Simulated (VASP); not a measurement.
# Yb (Fm-3m) in VASP: notebook

Yb is run at these levels: BLYP; tasks: single point.

Everything below comes from runs of VASP 6.6.1. Logs are shortened: lines on timing, memory, paths and dates and some standing lists are left out, and cuts for length are marked.

## 1. The cell of the first run

The structure is cubic, space group Fm-3m (No. 225). Conventional cell: a = 5.304 Å, b = 5.304 Å, c = 5.304 Å, α = 90.00°, β = 90.00°, γ = 90.00°. Yb (site symmetry m-3m) has 12 Yb at 3.75 Å within 4.9 Å.

## 2. Single point, BLYP

Contents of INCAR:

```
SYSTEM = Yb
PREC = Accurate
ENCUT = 520
EDIFF = 1E-6
ISMEAR = -1
SIGMA = 0.1
LREAL = .FALSE.
LASPH = .TRUE.
NELM = 60
ALGO = Normal
ISIF = 2
LWAVE = .FALSE.
LCHARG = .FALSE.
GGA = B5
ALDAX = 1.0
AGGAX = 1.0
AGGAC = 1.0
ALDAC = 0.0
NBANDS = 18
```

Contents of KPOINTS:

```
regular mesh
0
G
  17 17 17
  0 0 0
```

Contents of POSCAR:

```
Yb
1.0
    0.0000000000      2.6520510477      2.6520510477
    2.6520510477      0.0000000000      2.6520510477
    2.6520510477      2.6520510477      0.0000000000
Yb
1
Direct
    0.0000000000      0.0000000000      0.0000000000
```

Potentials or basis: VASP PAW PBE potentials, release 64 (Yb).

Command:

```bash
cat potpaw_PBE.64/Yb/POTCAR > POTCAR
mpirun -np 1 vasp_std > vasp.out
```

OUTCAR:

```text
SYSTEM = Yb
   PREC = Accurate
   ENCUT = 520
   EDIFF = 1E-6
   ISMEAR = -1
   LREAL = .FALSE.
   LASPH = .TRUE.
   NELM = 60
   ISIF = 2
   GGA = B5

 ion  position               nearest neighbor table
   1  0.000  0.000  0.000-

  LATTYP: Found a face centered cubic cell.
 ALAT       =     5.3041020954

  Lattice vectors:

 A1 = (   0.0000000000,   2.6520510477,   2.6520510477)
 A2 = (   2.6520510477,   0.0000000000,   2.6520510477)
 A3 = (   2.6520510477,   2.6520510477,   0.0000000000)

Analysis of symmetry for initial positions (statically):
=====================================================================
 Subroutine PRICEL returns:
 Original cell was already a primitive cell.

 Routine SETGRP: Setting up the symmetry group for a
 face centered cubic supercell.

 Subroutine GETGRP returns: Found 48 space group operations
 (whereof 48 operations were pure point group operations)
 out of a pool of 48 trial point group operations.

The static configuration has the point symmetry O_h .

Analysis of symmetry for dynamics (positions and initial velocities):
=====================================================================
 Subroutine PRICEL returns:
 Original cell was already a primitive cell.

 Routine SETGRP: Setting up the symmetry group for a
 face centered cubic supercell.

 Subroutine GETGRP returns: Found 48 space group operations
 (whereof 48 operations were pure point group operations)
 out of a pool of 48 trial point group operations.

The dynamic configuration has the point symmetry O_h .

 Subroutine INISYM returns: Found 48 space group operations
 (whereof 48 operations are pure point group operations),
 and found     1 'primitive' translations

----------------------------------------------------------------------------------------

                                     Primitive cell

  volume of cell :      37.3057

  direct lattice vectors                    reciprocal lattice vectors
     0.000000000  2.652051048  2.652051048    -0.188533324  0.188533324  0.188533324
     2.652051048  0.000000000  2.652051048     0.188533324 -0.188533324  0.188533324
     2.652051048  2.652051048  0.000000000     0.188533324  0.188533324 -0.188533324

  length of vectors
     3.750566560  3.750566560  3.750566560     0.326549296  0.326549296  0.326549296

  position of ions in fractional coordinates (direct lattice)
     0.000000000  0.000000000  0.000000000

  ion indices of the primitive-cell ions
   primitive index   ion index
                 1           1

----------------------------------------------------------------------------------------

 KPOINTS: regular mesh

Automatic generation of k-mesh.
 Grid dimensions read from file:
 generate k-points for:   17   17   17

 Generating k-lattice:

  Cartesian coordinates                     Fractional coordinates (reciprocal lattice)
    -0.011090196  0.011090196  0.011090196     0.058823529  0.000000000  0.000000000
     0.011090196 -0.011090196  0.011090196     0.000000000  0.058823529  0.000000000
     0.011090196  0.011090196 -0.011090196     0.000000000  0.000000000  0.058823529

  Length of vectors
     0.019208782  0.019208782  0.019208782

  Shift w.r.t. Gamma in fractional coordinates (k-lattice)
     0.000000000  0.000000000  0.000000000

 Subroutine IBZKPT returns following result:
 ===========================================

 Found    165 irreducible k-points:

 Following reciprocal coordinates:
            Coordinates               Weight
  0.000000  0.000000  0.000000      1.000000
  0.058824  0.000000  0.000000      8.000000
  0.117647  0.000000  0.000000      8.000000
  0.176471  0.000000  0.000000      8.000000
  0.235294  0.000000  0.000000      8.000000
  0.294118  0.000000  0.000000      8.000000
[... 16 lines left out ...]
 -0.176471  0.058824  0.000000     24.000000
 -0.117647  0.058824  0.000000     24.000000
 [... further k-points ...]
   k-points           NKPTS =    165   k-points in BZ     NKDIM =    165   number of bands    NBANDS=     18
   number of dos      NEDOS =    301   number of ions     NIONS =      1
   total plane-waves  NPLWV =  21952
   dimension x,y,z NGX =    28 NGY =   28 NGZ =   28
   dimension x,y,z NGXF=    56 NGYF=   56 NGZF=   56
   ions per type =               1
   NGX,Y,Z   is equivalent  to a cutoff of  12.41, 12.41, 12.41 a.u.
   NGXF,Y,Z  is equivalent  to a cutoff of  24.82, 24.82, 24.82 a.u.
 SYSTEM =  Yb
   PREC   = accura    normal or accurate (medium, high low for compatibility)
   ISTART =      0    job   : 0-new  1-cont  2-samecut
   ICHARG =      2    charge: 1-file 2-atom 10-const
   ISPIN  =      1    spin polarized calculation?
   LNONCOLLINEAR =      F non collinear calculations
   LSORBIT =      F    spin-orbit coupling
   LASPH  =      T    aspherical Exc in radial PAW
   ENCUT  =  520.0 eV  38.22 Ry    6.18 a.u.   6.97  6.97  6.97*2*pi/ulx,y,z
   NELM   =     60;   NELMIN=  2; NELMDL= -5     # of ELM steps
   EDIFF  = 0.1E-05   stopping-criterion for ELM
   LREAL  =      F    real-space projection
[... 7 lines left out ...]
   TEBEG  =    0.0;   TEEND  =   0.0 temperature during run
   PSTRESS=    0.0 pullay stress
   NELECT =      24.0000    total number of electrons
   NUPDOWN=      -1.0000    fix difference up-down
   EMIN   =  10.00;   EMAX   =-10.00  energy-range for DOS
   EFERMI =   0.00;   METHOD = LEGACY
   ISMEAR =    -1;   SIGMA  =   0.10  broadening in eV -4-tet -1-fermi 0-gaus
   EFERMI_NEDOS =   21; number of points for ismear=-14 and -15
   IALGO  =     38    algorithm
   IMIX   =      4    mixing-type and parameters
     AMIX     =   0.40;   BMIX     =  1.00
     AMIX_MAG =   1.60;   BMIX_MAG =  1.00
  volume/ion in A,a.u.               =      37.31       251.75
  Fermi-wavevector in a.u.,A,eV,Ry     =   1.413253  2.670662 27.174714  1.997285
  Thomas-Fermi vector in A             =   2.534918
   LORBIT       =      0    0 simple, 1 ext, 2 COOP (PROOUT), +10 PAW based schemes
   GGA     = B5    functional components
   LHFCALC =     F    Hartree Fock is set to
   AEXX    =    0.0000 exact exchange contribution
   IVDW    =     0    specifies the selected vdW correction
   LEPSILON=     F    determine dielectric tensor
   LRPA    =     F    only Hartree local field effects (RPA)
 non-spin polarized calculation
  energy-cutoff  :      520.00
  volume of cell :       37.31
 maximum number of plane-waves:      1020
   NGX = 13   NGY = 13   NGZ = 13

 number of electron      23.9999991 magnetization

 Free energy of the ion-electron system (eV)
  ---------------------------------------------------
  ext. energy  EPLUGINS =         0.00000000
  ---------------------------------------------------
  free energy    TOTEN  =        -2.78321417 eV

  energy without entropy =       -2.69994354  energy(sigma->0) =       -2.74157885

 E-fermi :   1.9854     XC(G=0):  -8.8339

 val. band max:        1.9740371975   @ k =  -0.3529   0.3529   0.0000
 cond. band min:       2.0248577537   @ k =  -0.3529   0.3529   0.1176
 fundamental gap:      0.0508205561
 Fermi energy:         1.9854093326

 k-point     1 :       0.0000    0.0000    0.0000
  band No.  band energies     occupation
      1     -49.6756      2.00000
      2     -22.0868      2.00000
      3     -22.0868      2.00000
      4     -22.0868      2.00000
      5      -3.0734      2.00000
      6       1.3507      1.99650
[... 10 lines left out ...]
     17       6.5404      0.00000
     18      11.4731      0.00000

 k-point     2 :       0.0588    0.0000    0.0000
  band No.  band energies     occupation
      1     -49.6751      2.00000
      2     -22.0974      2.00000
      3     -22.0882      2.00000
      4     -22.0882      2.00000
      5      -2.9952      2.00000
      6       1.3516      1.99647
[... 10 lines left out ...]
     17       6.4940      0.00000
     18      11.6587      0.00000

 k-point     3 :       0.1176    0.0000    0.0000
  band No.  band energies     occupation
      1     -49.6737      2.00000
      2     -22.1276      2.00000
      3     -22.0923      2.00000
      4     -22.0923      2.00000
      5      -2.7652      2.00000
      6       1.3544      1.99637
[... 10 lines left out ...]
     17       6.3917      0.00000
     18      12.1133      0.00000

 k-point     4 :       0.1765    0.0000    0.0000
  band No.  band energies     occupation
      1     -49.6716      2.00000
      2     -22.1728      2.00000
      3     -22.0984      2.00000
      4     -22.0984      2.00000
      5      -2.3965      2.00000
      6       1.3593      1.99619
[... 10 lines left out ...]
     17       6.3379      0.00000
     18      11.7667      0.00000

 k-point     5 :       0.2353    0.0000    0.0000
  band No.  band energies     occupation
      1     -49.6691      2.00000
      2     -22.2267      2.00000
      3     -22.1058      2.00000
      4     -22.1058      2.00000
      5      -1.9124      2.00000
      6       1.3663      1.99591
[... 10 lines left out ...]
     17       6.4600      0.00000
     18      11.0302      0.00000

 k-point     6 :       0.2941    0.0000    0.0000
  band No.  band energies     occupation
      1     -49.6665      2.00000
      2     -22.2818      2.00000
      3     -22.1135      2.00000
      4     -22.1135      2.00000
      5      -1.3499      2.00000
      6       1.3743      1.99557
[... 307 lines left out ...]
 k-point    21 :      -0.2941    0.0588    0.0000
  band No.  band energies     occupation
      1     -49.6654      2.00000
      2     -22.2982      2.00000
      3     -22.1270      2.00000
      4     -22.1131      2.00000
      5      -1.0904      2.00000
      6       1.3777      1.99542
[... 10 lines left out ...]
     17       7.2708      0.00000
     18      10.2117      0.00000

 k-point    22 :      -0.2353    0.0588    0.0000
  band No.  band energies     occupation
      1     -49.6679      2.00000
      2     -22.2460      2.00000
      3     -22.1194      2.00000
      4     -22.1052      2.00000
      5      -1.6675      2.00000
      6       1.3702      1.99575
[... 10 lines left out ...]
     17       6.8826      0.00000
     18      10.9125      0.00000

 k-point    23 :      -0.1765    0.0588    0.0000
  band No.  band energies     occupation
      1     -49.6705      2.00000
      2     -22.1927      2.00000
      3     -22.1108      2.00000
      4     -22.0979      2.00000
      5      -2.1812      2.00000
      6       1.3624      1.99607
[... 10 lines left out ...]
     17       6.6289      0.00000
     18      11.6376      0.00000

 k-point    24 :      -0.1176    0.0588    0.0000
  band No.  band energies     occupation
      1     -49.6727      2.00000
      2     -22.1458      2.00000
      3     -22.1023      2.00000
      4     -22.0922      2.00000
      5      -2.5898      2.00000
      6       1.3566      1.99629
[... 10 lines left out ...]
     17       6.5378      0.00000
     18      12.3221      0.00000

 [... further k-points ...]

------------------------ aborting loop because EDIFF is reached ----------------------------------------

  FORCE on cell =-STRESS in cart. coord.  units (eV):
  Direction    XX          YY          ZZ          XY          YZ          ZX
  --------------------------------------------------------------------------------------
  -------------------------------------------------------------------------------------
  Total        0.0541184      0.0541184      0.0541184     -0.0000000     -0.0000000      0.0000000
  in kB        2.3242334      2.3242334      2.3242334     -0.0000000     -0.0000000      0.0000000
  external PRESSURE =       2.3242334 kB  Pullay stress =       0.0000000 kB

 VOLUME and BASIS-vectors are now :
 -----------------------------------------------------------------------------
  energy-cutoff  :      520.00
  volume of cell :       37.31
      direct lattice vectors                 reciprocal lattice vectors
     0.000000000  2.652051048  2.652051048    -0.188533324  0.188533324  0.188533324
     2.652051048  0.000000000  2.652051048     0.188533324 -0.188533324  0.188533324
     2.652051048  2.652051048  0.000000000     0.188533324  0.188533324 -0.188533324

 POSITION                                       TOTAL-FORCE (eV/Angst)
 -----------------------------------------------------------------------------------
      0.00000      0.00000      0.00000        -0.000000      0.000000     -0.000000
 -----------------------------------------------------------------------------------
    total drift:                               -0.000000     -0.000000     -0.000000

  FREE ENERGIE OF THE ION-ELECTRON SYSTEM (eV)
  ---------------------------------------------------
  free  energy   TOTEN  =        -2.7832141673 eV

  energy  without entropy=       -2.6999435416  energy(sigma->0) =       -2.74157885
```

Run time: 89 s. Hardware: 1 thread of Intel Xeon 6975P-C (Granite Rapids), shared host; peak memory 0.25 GiB.

Results:

```yaml
Free_energy: -2.7832 eV
Pressure: 0.2 GPa
Band_gap_on_the_k_mesh: zero (filled and empty bands touch)
```

Caveat: the PAW data sets were made with another functional, which shifts forces and pressure a little; spin-orbit coupling is left out, which moves the levels of the heavy elements.

## 3. Single point, BLYP (38.80 Å³/atom)

This run uses another cell than the first one, of 38.80 Å³/atom.

Contents of INCAR:

```
SYSTEM = Yb
PREC = Accurate ; ENCUT = 520
EDIFF = 1E-6 ; ISMEAR = -1
SIGMA = 0.1 ; LREAL = .FALSE.
LASPH = .TRUE. ; NELM = 80
ALGO = Normal ; ISIF = 2
LWAVE = .FALSE. ; LCHARG = .FALSE.
GGA = B5 ; ALDAX = 1.0
AGGAX = 1.0 ; AGGAC = 1.0
ALDAC = 0.0 ; NBANDS = 18
```

Contents of KPOINTS:

```
Automatic mesh
0
G
  17 17 17
  0 0 0
```

Contents of POSCAR:

```
Yb
1.0
    0.0000000000      2.6869504584      2.6869504584
    2.6869504584      0.0000000000      2.6869504584
    2.6869504584      2.6869504584      0.0000000000
Yb
1
Direct
    0.0000000000      0.0000000000      0.0000000000
```

Potentials or basis: VASP PAW PBE potentials, release 64 (Yb).

Command:

```bash
cat potpaw_PBE.64/Yb/POTCAR > POTCAR
mpirun -np 1 vasp_std > vasp.out
```

Wall time 95 s (1 thread of Intel Xeon 6975P-C (Granite Rapids), shared host); peak memory 0.26 GiB.

Results (log left out):

| Quantity | Value |
| --- | --- |
| Free energy | -2.7794 eV |
| Pressure | -1.7 GPa |
| Band gap on the k mesh | zero (bands 12 and 13 overlap by 0.01 eV) |

Levels at points of the mesh, in eV from the Fermi level:
| k point | band 10 | band 11 | band 12 | band 13 | band 14 | band 15 |
| --- | --- | --- | --- | --- | --- | --- |
| (0.00, 0.00, 0.00) | -0.47 | -0.47 | -0.47 | 2.55 | 2.55 | 2.55 |

Caveat: the PAW data sets were made with another functional, which shifts forces and pressure a little; spin-orbit coupling is left out, which moves the levels of the heavy elements. Spin polarisation is off, so any magnetic state and its effect on volume and gap are missing.

## 4. Single point, BLYP (40.29 Å³/atom)

This run uses another cell than the first one, of 40.29 Å³/atom.

Contents of INCAR:

```
SYSTEM = Yb
PREC = Accurate
ENCUT = 520
EDIFF = 1E-6
ISMEAR = -1
SIGMA = 0.1
LREAL = .False.
LASPH = .True.
NELM = 60
ALGO = Normal
ISIF = 2
LWAVE = .False.
LCHARG = .True.
GGA = B5
ALDAX = 1.0
AGGAX = 1.0
AGGAC = 1.0
ALDAC = 0.0
LELF = .True.
LVHAR = .True.
NBANDS = 18
```

Contents of KPOINTS:

```
regular mesh
0
Gamma
  17 17 17
  0 0 0
```

Contents of POSCAR:

```
Yb
1.0
    0.0000000000      2.7209661006      2.7209661006
    2.7209661006      0.0000000000      2.7209661006
    2.7209661006      2.7209661006      0.0000000000
Yb
1
Direct
    0.0000000000      0.0000000000      0.0000000000
```

Command:

```bash
cat potpaw_PBE.64/Yb/POTCAR > POTCAR
mpirun -np 1 vasp_std > vasp.out
```

It took 2.5 min on 1 thread of Intel Xeon 6975P-C (Granite Rapids), shared host; peak memory 0.28 GiB.

The run converged. Its results:

| Quantity | Value |
| --- | --- |
| Free energy | -2.7705 eV |
| Pressure | -2.3 GPa |
| Band gap on the k mesh | zero (bands 12 and 13 overlap by 0.03 eV) |

Levels at points of the mesh, in eV from the Fermi level:
| k point | band 8 | band 9 | band 10 | band 11 | band 12 | band 13 | band 14 | band 15 | band 16 | band 17 |
| --- | --- | --- | --- | --- | --- | --- | --- | --- | --- | --- |
| (0.00, 0.00, 0.00) | -0.55 | -0.55 | -0.47 | -0.47 | -0.47 | 2.51 | 2.51 | 2.51 | 4.32 | 4.32 |

Caveat: the PAW data sets were made with another functional, which shifts forces and pressure a little; spin-orbit coupling is left out, which moves the levels of the heavy elements.

## 5. The runs side by side

| cell | gap on the mesh (eV) | pressure (GPa) |
| --- | --- | --- |
| a = 3.751 Å, angles 60.0°, 1 atom | none | 0.2 |
| a = 3.800 Å, angles 60.0°, 1 atom | none | -1.7 |
| a = 3.848 Å, angles 60.0°, 1 atom | none | -2.3 |

Alike in all rows: task single point; level BLYP; potentials or basis VASP PAW PBE potentials, release 64 (Yb); no spin polarisation; k mesh 17 × 17 × 17; cutoff (eV) 520; smearing fermi-dirac 0.1 eV.

Caveats: the PAW data sets were made with another functional, which shifts forces and pressure a little; spin-orbit coupling is left out, which moves the levels of the heavy elements.

Total energies depend on the potentials used, so only differences within one code and one set of settings carry meaning.

The gap in the log of VASP goes by the Fermi energy; the results here count the filled bands.